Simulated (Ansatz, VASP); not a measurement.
**One calculation of MgO, two programs**

```
CELL_PARAMETERS angstrom
3.48410 0.00000 0.00000
-1.74205 3.01732 0.00000
0.00000 0.00000 4.18569
ATOMIC_POSITIONS crystal
Mg 0.66667 0.33333 0.75000
Mg 0.33333 0.66667 0.25000
O 0.63236 0.42707 0.25000
O 0.33333 0.66667 0.75000
```

Alike in both runs: task single point; functional r2SCAN; k mesh 6 × 6 × 6; occupations gaussian, width 0.05 eV; no spin polarisation.

```csv
,VASP,Ansatz
version,VASP 6.6.1,Ansatz 0.2.0
potentials or method,"VASP PAW PBE potentials, release 64 (Mg, O), cutoff 520 eV","scalar-relativistic, plane waves, PAW"
valence electrons in the cell,16,32
```

Ansatz gave:

```
gap on the k mesh at the Fermi level (eV)                     : 3.80
least direct gap on the mesh (eV)                             : 3.80
pressure (GPa)                                                : 11.1
traceless stress, the component that is largest in VASP (GPa) : 19.84
rms of the force components (eV/Å)                            : 3.399
```

**Question.** What did VASP give for the same quantities?

**Answer.** gap on the k mesh at the Fermi level (eV): 3.79; least direct gap on the mesh (eV): 3.79; pressure (GPa): 10.9; traceless stress, the component that is largest in VASP (GPa): 20.68; rms of the force components (eV/Å): 3.517.

VASP's potentials were made for PBE, not for r2SCAN. Atom by atom the forces differ by 0.119 eV/Å (rms over components). With one functional, cell and mesh, what is left measures potentials, basis and numerics. VASP's potentials hold 16 valence electrons a cell and Ansatz's 32, so a difference there can come from the potentials and not from the codes.
